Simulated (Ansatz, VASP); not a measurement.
# PbS: VASP beside Ansatz

Contents of POSCAR:

```
PbS
1.0
    0.0000000000      2.9650000000      2.9650000000
    2.9650000000      0.0000000000      2.9650000000
    2.9650000000      2.9650000000      0.0000000000
Pb S
1 1
Direct
    0.0000000000      0.0000000000      0.0000000000
    0.5316188870      0.5316188870      0.4683811130
```

Contents of INCAR.step1:

```
ALGO = Normal
EDIFF = 1E-4
ENCUT = 520
GGA = PE
ISMEAR = 0
LASPH = True
LCHARG = False
LREAL = False
LWAVE = True
NBANDS = 17
NELM = 100
PREC = Accurate
SIGMA = 0.05
```

Contents of INCAR.step2:

```
ALGO = Normal
EDIFF = 1E-6
ENCUT = 520
ISIF = 2
ISMEAR = 0
ISTART = 1
LASPH = True
LCHARG = False
LMIXTAU = True
LREAL = False
LWAVE = False
METAGGA = R2SCAN
NBANDS = 17
NELM = 100
PREC = Accurate
SIGMA = 0.05
```

Contents of KPOINTS:

```
k-points
0
Gamma
  8 8 8
```

Input for Ansatz:

```yaml
crystal:
  lattice:
    - [0.0, 2.965, 2.965]
    - [2.965, 0.0, 2.965]
    - [2.965, 2.965, 0.0]
  atoms:
    - { symbol: Pb, position: [0.0, 0.0, 0.0] }
    - { symbol: S, position: [0.531618887, 0.531618887, 0.468381113] }
basis:
  ecutwfc: 500
kpoints:
  mp_grid: { grid: [8, 8, 8] }
hamiltonian:
  xc: r2scan
scf:
  occupations: { method: gaussian, width: 0.05 }
output:
  forces: true
  stress: true
  eigenvalues: true
```

Change from the starting cell: all S atoms moved +0.188 Å, as atom 2 along Cartesian [0 0 1].

Alike in both runs: task single point; functional r2SCAN; k mesh 8 × 8 × 8; occupations gaussian, width 0.05 eV; no spin polarisation.

|  | VASP | Ansatz |
| --- | --- | --- |
| version | VASP 6.6.1 | Ansatz 0.2.0 |
| potentials or method | VASP PAW PBE potentials, release 64 (Pb_d, S), cutoff 520 eV | scalar-relativistic, plane waves, PAW |
| valence electrons in the cell | 20 | 20 |

|  | VASP | Ansatz | Ansatz less VASP |
| --- | --- | --- | --- |
| gap on the k mesh at the Fermi level (eV) | 0.86 | 0.85 | -0.008 |
| least direct gap on the mesh (eV) | 0.86 | 0.85 | -0.008 |
| pressure (GPa) | 1.9 | 1.9 | +0.01 |
| traceless stress, the component that is largest in VASP (GPa) | 0.95 | 0.94 | -0.011 |
| rms of the force components (eV/Å) | 0.098 | 0.093 | -0.0045 |

VASP's potentials were made for PBE, not for r2SCAN. Atom by atom the forces differ by 0.004 eV/Å (rms over components).

Spin-orbit coupling is off throughout.
